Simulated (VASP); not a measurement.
# Sc (P6_3/mmc) in VASP: notebook

The runs below take Sc through relaxation of cell and atoms, with PBEsol.

Everything below comes from runs of VASP 6.6.1. Logs are shortened: lines on timing, memory, paths and dates and some standing lists are left out, and cuts for length are marked.

## 1. The cell of the first run

Symmetry: P6_3/mmc, No. 194, hexagonal system. The conventional cell has a = 3.277 Å, b = 3.277 Å, c = 5.083 Å, α = 90.00°, β = 90.00°, γ = 120.00°. Sc (site symmetry -6m2) has 12 Sc at 3.17 to 3.28 Å within 4.2 Å.

## 2. Relaxation of cell and atoms, PBEsol

Contents of INCAR:

```
SYSTEM = Sc
ALGO = Fast
EDIFF = 1E-6
EDIFFG = -0.001
ENCUT = 600
GGA = PS
IBRION = 2
ISIF = 3
ISMEAR = -1
LASPH = .True.
LCHARG = .False.
LREAL = .False.
LWAVE = .False.
NELM = 60
NSW = 80
PREC = Accurate
SIGMA = 0.15
```

Contents of KPOINTS:

```
k-points
0
Gamma
  15 15 8
  0 0 0
```

Contents of POSCAR:

```
Sc
1.0
    3.2770107222      0.0000000029      0.0000000000
   -1.6385053636      2.8379745325      0.0000000000
    0.0000000000      0.0000000000      5.0825630809
Sc
2
Direct
    0.3333333333      0.6666666667      0.2500000000
    0.6666666667      0.3333333333      0.7500000000
```

Potentials or basis: VASP PAW PBE potentials, release 64 (Sc_sv).

Run with:

```bash
$ cat potpaw_PBE.64/Sc_sv/POTCAR > POTCAR
$ mpirun -np 1 vasp_std > vasp.out
```

OUTCAR:

```text
SYSTEM = Sc
   EDIFF = 1E-6
   EDIFFG = -0.001
   ENCUT = 600
   GGA = PS
   IBRION = 2
   ISIF = 3
   ISMEAR = -1
   LASPH = .True.
   LREAL = .False.
   NELM = 60
   NSW = 80
   PREC = Accurate

 ion  position               nearest neighbor table
   1  0.333  0.667  0.250-   2 3.17   2 3.17   2 3.17   2 3.17   2 3.17   2 3.17
   2  0.667  0.333  0.750-   1 3.17   1 3.17   1 3.17   1 3.17   1 3.17   1 3.17

  LATTYP: Found a hexagonal cell.
 ALAT       =     3.2770107222
 C/A-ratio  =     1.5509754199

  Lattice vectors:

 A1 = (   3.2770107222,   0.0000000029,   0.0000000000)
 A2 = (  -1.6385053636,   2.8379745325,   0.0000000000)
 A3 = (   0.0000000000,   0.0000000000,   5.0825630809)

Analysis of symmetry for initial positions (statically):
=====================================================================
 Subroutine PRICEL returns:
 Original cell was already a primitive cell.

 Routine SETGRP: Setting up the symmetry group for a
 hexagonal supercell.

 Subroutine GETGRP returns: Found 24 space group operations
 (whereof 12 operations were pure point group operations)
 out of a pool of 24 trial point group operations.

The static configuration has the point symmetry D_3d.
 The point group associated with its full space group is D_6h.

Analysis of symmetry for dynamics (positions and initial velocities):
=====================================================================
 Subroutine PRICEL returns:
 Original cell was already a primitive cell.

 Routine SETGRP: Setting up the symmetry group for a
 hexagonal supercell.

 Subroutine GETGRP returns: Found 24 space group operations
 (whereof 12 operations were pure point group operations)
 out of a pool of 24 trial point group operations.

The dynamic configuration has the point symmetry D_3d.
 The point group associated with its full space group is D_6h.

 Subroutine INISYM returns: Found 24 space group operations
 (whereof 12 operations are pure point group operations),
 and found     1 'primitive' translations

----------------------------------------------------------------------------------------

                                     Primitive cell

  volume of cell :      47.2682

  direct lattice vectors                    reciprocal lattice vectors
     3.277010722  0.000000003  0.000000000     0.305156157  0.176181990  0.000000000
    -1.638505364  2.837974533  0.000000000    -0.000000000  0.352363979  0.000000000
     0.000000000  0.000000000  5.082563081     0.000000000  0.000000000  0.196751124

  length of vectors
     3.277010722  3.277010722  5.082563081     0.352363979  0.352363979  0.196751124

  position of ions in fractional coordinates (direct lattice)
     0.333333333  0.666666667  0.250000000
     0.666666667  0.333333333  0.750000000

  ion indices of the primitive-cell ions
   primitive index   ion index
                 1           1
                 2           2

----------------------------------------------------------------------------------------

 KPOINTS: k-points

Automatic generation of k-mesh.
 Grid dimensions read from file:
 generate k-points for:   15   15    8

 Generating k-lattice:

  Cartesian coordinates                     Fractional coordinates (reciprocal lattice)
     0.020343744  0.011745466  0.000000000     0.066666667  0.000000000  0.000000000
    -0.000000000  0.023490932  0.000000000     0.000000000  0.066666667  0.000000000
     0.000000000  0.000000000  0.024593891     0.000000000  0.000000000  0.125000000

  Length of vectors
     0.023490932  0.023490932  0.024593891

  Shift w.r.t. Gamma in fractional coordinates (k-lattice)
     0.000000000  0.000000000  0.000000000

 Subroutine IBZKPT returns following result:
 ===========================================

 Found    135 irreducible k-points:

 Following reciprocal coordinates:
            Coordinates               Weight
  0.000000  0.000000  0.000000      1.000000
  0.066667 -0.000000  0.000000      6.000000
  0.133333  0.000000  0.000000      6.000000
  0.200000 -0.000000  0.000000      6.000000
  0.266667  0.000000  0.000000      6.000000
  0.333333 -0.000000  0.000000      6.000000
[... 16 lines left out ...]
  0.333333  0.200000  0.000000     12.000000
  0.400000  0.200000  0.000000      6.000000
 [... further k-points ...]
   k-points           NKPTS =    135   k-points in BZ     NKDIM =    135   number of bands    NBANDS=     15
   number of dos      NEDOS =    301   number of ions     NIONS =      2
   total plane-waves  NPLWV =  32928
   dimension x,y,z NGX =    28 NGY =   28 NGZ =   42
   dimension x,y,z NGXF=    56 NGYF=   56 NGZF=   84
   ions per type =               2
   NGX,Y,Z   is equivalent  to a cutoff of  14.20, 14.20, 13.74 a.u.
   NGXF,Y,Z  is equivalent  to a cutoff of  28.41, 28.41, 27.48 a.u.
 SYSTEM =  Sc
   PREC   = accura    normal or accurate (medium, high low for compatibility)
   ISTART =      0    job   : 0-new  1-cont  2-samecut
   ICHARG =      2    charge: 1-file 2-atom 10-const
   ISPIN  =      1    spin polarized calculation?
   LNONCOLLINEAR =      F non collinear calculations
   LSORBIT =      F    spin-orbit coupling
   LASPH  =      T    aspherical Exc in radial PAW
   ENCUT  =  600.0 eV  44.10 Ry    6.64 a.u.   6.55  6.55 10.15*2*pi/ulx,y,z
   NELM   =     60;   NELMIN=  2; NELMDL= -5     # of ELM steps
   EDIFF  = 0.1E-05   stopping-criterion for ELM
   LREAL  =      F    real-space projection
   EDIFFG = -.1E-02   stopping-criterion for IOM
   NSW    =     80    number of steps for IOM
   IBRION =      2    ionic relax: 0-MD 1-quasi-New 2-CG
   NFREE  =      1    steps in history (QN), initial steepest desc. (CG)
   ISIF   =      3    stress and relaxation
   ISYM   =      2    0-nonsym 1-usesym 2-fastsym
   POTIM  = 0.5000    time-step for ionic-motion
   TEBEG  =    0.0;   TEEND  =   0.0 temperature during run
   PSTRESS=    0.0 pullay stress
   NELECT =      22.0000    total number of electrons
   NUPDOWN=      -1.0000    fix difference up-down
   EMIN   =  10.00;   EMAX   =-10.00  energy-range for DOS
   EFERMI =   0.00;   METHOD = LEGACY
   ISMEAR =    -1;   SIGMA  =   0.15  broadening in eV -4-tet -1-fermi 0-gaus
   EFERMI_NEDOS =   21; number of points for ismear=-14 and -15
   IALGO  =     68    algorithm
   IMIX   =      4    mixing-type and parameters
     AMIX     =   0.40;   BMIX     =  1.00
     AMIX_MAG =   1.60;   BMIX_MAG =  1.00
  volume/ion in A,a.u.               =      23.63       159.49
  Fermi-wavevector in a.u.,A,eV,Ry     =   1.268701  2.397498 21.899974  1.609603
  Thomas-Fermi vector in A             =   2.401782
   LORBIT       =      0    0 simple, 1 ext, 2 COOP (PROOUT), +10 PAW based schemes
   GGA     = PS    functional components
   LHFCALC =     F    Hartree Fock is set to
   AEXX    =    0.0000 exact exchange contribution
   IVDW    =     0    specifies the selected vdW correction
   LEPSILON=     F    determine dielectric tensor
   LRPA    =     F    only Hartree local field effects (RPA)
 conjugate gradient relaxation of ions
 non-spin polarized calculation
 RMM-DIIS sequential band-by-band and
  energy-cutoff  :      600.00
  volume of cell :       47.27
 maximum number of plane-waves:      1616
 NGX is ok and might be reduce to    28
   NGX = 13   NGY = 13   NGZ = 21

--------------------------------------- Ionic step        1  -------------------------------------------

 number of electron      21.9999999 magnetization

 Free energy of the ion-electron system (eV)
  ---------------------------------------------------
  ext. energy  EPLUGINS =         0.00000000
  ---------------------------------------------------
  free energy    TOTEN  =       -13.34605380 eV

  energy without entropy =      -13.09725901  energy(sigma->0) =      -13.22165640

------------------------ aborting loop because EDIFF is reached ----------------------------------------

  FORCE on cell =-STRESS in cart. coord.  units (eV):
  Direction    XX          YY          ZZ          XY          YZ          ZX
  --------------------------------------------------------------------------------------
  -------------------------------------------------------------------------------------
  Total        0.0559044      0.0559044      0.2720289      0.0000000      0.0000000      0.0000000
  in kB        1.8949044      1.8949044      9.2205417      0.0000000      0.0000000      0.0000000
  external PRESSURE =       4.3367835 kB  Pullay stress =       0.0000000 kB
[... 89 lines left out ...]
  FREE ENERGIE OF THE ION-ELECTRON SYSTEM (eV)
  ---------------------------------------------------
  free  energy   TOTEN  =       -13.3471712336 eV

  energy  without entropy=      -13.0950909898  energy(sigma->0) =      -13.22113111

[... ionic steps 4 to 14 ...]

--------------------------------------- Ionic step       15  -------------------------------------------

 number of electron      21.9999998 magnetization

------------------------ aborting loop because EDIFF is reached ----------------------------------------
[... 67 lines left out ...]
--------------------------------------- Ionic step       17  -------------------------------------------

 number of electron      21.9999998 magnetization

 Free energy of the ion-electron system (eV)
  ---------------------------------------------------
  ext. energy  EPLUGINS =         0.00000000
  ---------------------------------------------------
  free energy    TOTEN  =       -13.34733338 eV

  energy without entropy =      -13.09481192  energy(sigma->0) =      -13.22107265

 E-fermi :   3.7770     XC(G=0): -10.1268

 val. band max:        3.7738573937   @ k =   0.4000   0.2000   0.3750
 cond. band min:       3.7834478937   @ k =   0.4000   0.2000   0.3750
 fundamental gap:      0.0095905001
 Fermi energy:         3.7769612922

 k-point     1 :       0.0000    0.0000    0.0000
  band No.  band energies     occupation
      1     -45.3361      2.00000
      2     -45.2539      2.00000
      3     -24.2938      2.00000
      4     -23.8946      2.00000
      5     -23.8946      2.00000
      6     -23.8214      2.00000
      7     -23.8214      2.00000
      8     -23.8036      2.00000
      9      -1.4278      2.00000
     10       2.0742      1.99998
     11       4.4260      0.02606
     12       5.4139      0.00004
     13       5.4139      0.00004
     14       5.6434      0.00001
[... 401 lines left out ...]
      2     -45.2446      2.00000
      3     -24.1687      2.00000
      4     -24.0858      2.00000
      5     -24.0526      2.00000
      6     -24.0412      2.00000
      7     -23.9545      2.00000
      8     -23.9344      2.00000
      9       2.5917      1.99926
     10       3.0028      1.98859
     11       3.1705      1.96553
     12       3.3180      1.91043
     13       4.8900      0.00120
     14       4.9575      0.00076
     15       5.8140      0.00000

 [... further k-points ...]
[... 5 lines left out ...]
  --------------------------------------------------------------------------------------
  -------------------------------------------------------------------------------------
  Total       -0.0015196     -0.0015196     -0.0000498     -0.0000000      0.0000000      0.0000000
  in kB       -0.0510752     -0.0510752     -0.0016735     -0.0000000      0.0000000      0.0000000
  external PRESSURE =      -0.0346080 kB  Pullay stress =       0.0000000 kB
[... 17 lines left out ...]
  FREE ENERGIE OF THE ION-ELECTRON SYSTEM (eV)
  ---------------------------------------------------
  free  energy   TOTEN  =       -13.3473333822 eV

  energy  without entropy=      -13.0948119164  energy(sigma->0) =      -13.22107265

 reached required accuracy - stopping structural energy minimisation
```

Wall time 4.9 min (1 thread of Intel Xeon 6975P-C (Granite Rapids), shared host); peak memory 0.26 GiB.

Results:

* Free energy: -13.3473 eV
* Relaxed volume: 23.83 Å³/atom
* Relaxed cell: a = 3.275 Å, b = 3.275 Å, c = 5.130 Å, α = 90.00°, β = 90.00°, γ = 120.00°
* Space group after relaxing (to 0.1 Å): P6_3/mmc (No. 194)
* Energy gained by relaxing: 0.6 meV/atom
* Ionic steps: 17
* Pressure after relaxing: 0.0 GPa
* Band gap on the k mesh: zero (bands 11 and 12 overlap by 1.51 eV)

The path:
| step | energy change (eV) | largest force (eV/Å) | pressure (GPa) | volume (Å³) |
| --- | --- | --- | --- | --- |
| 1 | 0.0000 | 0.0000 | 0.43 | 47.27 |
| 2 | -0.0011 | 0.0000 | -0.04 | 47.71 |
| 3 | -0.0011 | 0.0000 | -0.12 | 47.76 |
| 4 | -0.0013 | 0.0000 | -0.05 | 47.69 |
| 5 | -0.0013 | 0.0000 | 0.01 | 47.66 |
| 6 | -0.0013 | 0.0000 | -0.01 | 47.66 |
| 7 | -0.0013 | 0.0000 | -0.01 | 47.67 |
| 8 | -0.0013 | 0.0000 | -0.04 | 47.68 |
| 9 | -0.0013 | 0.0000 | 0.03 | 47.67 |
| 10 | -0.0013 | 0.0000 | -0.04 | 47.70 |
| 11 | -0.0013 | 0.0000 | -0.01 | 47.68 |
| 12 | -0.0013 | 0.0000 | -0.01 | 47.68 |
| 13 | -0.0013 | 0.0000 | -0.01 | 47.67 |
| 14 | -0.0013 | 0.0000 | -0.03 | 47.67 |
| 15 | -0.0013 | 0.0000 | -0.01 | 47.67 |
| 16 | -0.0013 | 0.0000 | -0.01 | 47.67 |
| 17 | -0.0013 | 0.0000 | 0.00 | 47.67 |

Final structure:
```
Sc
1.0
     3.27548    0.00000    0.00000
    -1.63774    2.83665    0.00000
     0.00000    0.00000    5.13047
Sc
2
Direct
  0.33333 0.66667 0.25000
  0.66667 0.33333 0.75000
```

Caveat: the PAW data sets were made with another functional, which shifts forces and pressure a little.

## 3. Relaxation of cell and atoms, PBEsol

This run uses another cell than the first one, of 25.01 Å³/atom.

Contents of INCAR:

```
SYSTEM = Sc
  PREC = Accurate
  ENCUT = 600
  EDIFF = 1E-7
  ISMEAR = 0
  SIGMA = 0.1
  LREAL = .FALSE.
  LASPH = .TRUE.
  NELM = 100
  ALGO = Fast
  ISIF = 3
  LWAVE = .FALSE.
  LCHARG = .FALSE.
  GGA = PS
  IBRION = 2
  NSW = 100
  EDIFFG = -0.002
```

Contents of KPOINTS:

```
regular mesh
0
G
  15 15 8
  0 0 0
```

Contents of POSCAR:

```
Sc
1.0
    3.2912249500      0.0000000000      0.0000000000
   -1.6456124800      2.8502844200      0.0000000000
    0.0000000000      0.0000000000      5.3325723900
Sc
2
Direct
    0.3333333300      0.6666666700      0.2500000000
    0.6666666700      0.3333333300      0.7500000000
```

Potentials or basis: VASP PAW PBE potentials, release 64 (Sc_sv).

Run with:

```bash
$ cat potpaw_PBE.64/Sc_sv/POTCAR > POTCAR
$ mpirun -np 1 vasp_std > vasp.out
```

It took 5.1 min on 1 thread of Intel Xeon 6975P-C (Granite Rapids), shared host; peak memory 0.27 GiB.

Results (log left out):

```
Free energy                           : -13.2222 eV
Relaxed volume                        : 23.67 Å³/atom
Relaxed cell                          : a = 3.279 Å, b = 3.279 Å, c = 5.085 Å, α = 90.00°, β = 90.00°, γ = 120.00°
Space group after relaxing (to 0.1 Å) : P6_3/mmc (No. 194)
Energy gained by relaxing             : 19.0 meV/atom
Ionic steps                           : 8
Pressure after relaxing               : 0.0 GPa
Band gap on the k mesh                : zero (bands 11 and 12 overlap by 1.57 eV)
```

Step by step:
```
step  energy change (eV)  largest force (eV/Å)  pressure (GPa)  volume (Å³)
   1              0.0000                0.0000           -2.78        50.02
   2             -0.0335                0.0000            0.54        46.94
   3             -0.0336                0.0000            0.41        47.04
   4             -0.0374                0.0000            0.17        47.21
   5             -0.0379                0.0000            0.04        47.29
   6             -0.0379                0.0000            0.04        47.29
   7             -0.0379                0.0000           -0.01        47.34
   8             -0.0379                0.0000            0.00        47.33
```

Final structure:
```
CELL_PARAMETERS angstrom
3.27852 0.00000 0.00000
-1.63926 2.83928 0.00000
0.00000 0.00000 5.08461
ATOMIC_POSITIONS crystal
Sc 0.33333 0.66667 0.25000
Sc 0.66667 0.33333 0.75000
```

Levels at points of the mesh, in eV from the Fermi level:
```
           k point  band 7  band 8  band 9  band 10  band 11  band 12  band 13  band 14  band 15
(0.00, 0.00, 0.00)  -27.58  -27.55   -5.21    -1.69     0.75     1.63     1.63     1.94     2.12
(0.00, 0.00, 0.50)  -27.62  -27.62   -3.60    -3.60     1.02     1.02     1.54     1.54     1.54
```

Caveat: the PAW data sets were made with another functional, which shifts forces and pressure a little.
